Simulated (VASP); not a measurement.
## ZnSe: single point with PBE+D3(BJ)

Crystal: ZnSe.

```
Zn Se
1.0
     3.76372    0.00000    0.00000
     0.00000    3.76372    0.00000
     0.00000    0.00000    7.23063
Zn Se
2 2
Cartesian
  0.0000 0.0000 0.0000
  1.8819 1.8819 0.0000
  0.0000 1.8819 1.7808
  1.8819 0.0000 5.4499
```

This cell differs from its parent crystal: ratio of the length along z to the lengths across it x 1.3, volume and fractional coordinates fixed.

| Quantity | Value |
| --- | --- |
| Program | VASP 6.6.1 |
| Task | single point |
| Functional | PBE |
| Dispersion | D3(BJ) |
| Potentials or basis | VASP PAW PBE potentials, release 64 (Zn, Se) |
| Cutoff | 520 eV |
| k mesh | 8 × 8 × 6 |
| Occupations | gaussian, width 0.05 eV |
| Spin | no spin polarisation |
| Dipole correction | no |
| Further INCAR settings | ALGO = Normal; EDIFF = 1e-06; NBANDS = 26 |

- Pressure: -1.4 GPa
- Largest force: 1.545 eV/Å
- Band gap on the k mesh: 1.31 eV, indirect (least direct gap 1.33 eV)
- Dispersion energy per atom: -0.288 eV

Forces on the atoms (eV/Å):
```
Zn   0.000  0.000  0.000
Zn   0.000  0.000  0.000
Se   0.000  0.000 -1.545
Se   0.000  0.000  1.545
```

Stress tensor (GPa, compression positive):
```
  2.90   0.00   0.00
  0.00   2.90   0.00
  0.00   0.00 -10.07
```

Levels at points of the mesh, in eV from the valence-band top:
| k point | band 16 | band 17 | band 18 | band 19 | band 20 | band 21 |
| --- | --- | --- | --- | --- | --- | --- |
| (0.00, 0.00, 0.00) | -1.50 | -0.02 | -0.02 | 1.31 | 3.35 | 3.46 |
| (0.50, 0.00, 0.00) | -2.36 | -0.29 | -0.29 | 2.83 | 2.83 | 5.37 |
| (0.50, 0.50, 0.00) | -2.91 | -2.78 | -2.78 | 2.43 | 2.43 | 2.53 |
| (0.00, 0.00, 0.50) | -1.52 | -0.13 | -0.13 | 2.60 | 3.36 | 3.38 |
| (0.50, 0.00, 0.50) | -1.96 | -0.28 | -0.28 | 1.93 | 1.93 | 5.47 |
| (0.50, 0.50, 0.50) | -2.96 | -2.93 | -2.93 | 2.94 | 2.94 | 2.98 |

Wall time 81 s on 1 thread of Intel(R) Xeon(R) Platinum 8375C CPU @ 2.90GHz (Ice Lake) (shared host), peak memory 0.29 GiB.

Caveat: forces of over 1 eV/Å act on the atoms, so gaps and moduli don't describe the material at rest. A k mesh can miss the band edges.
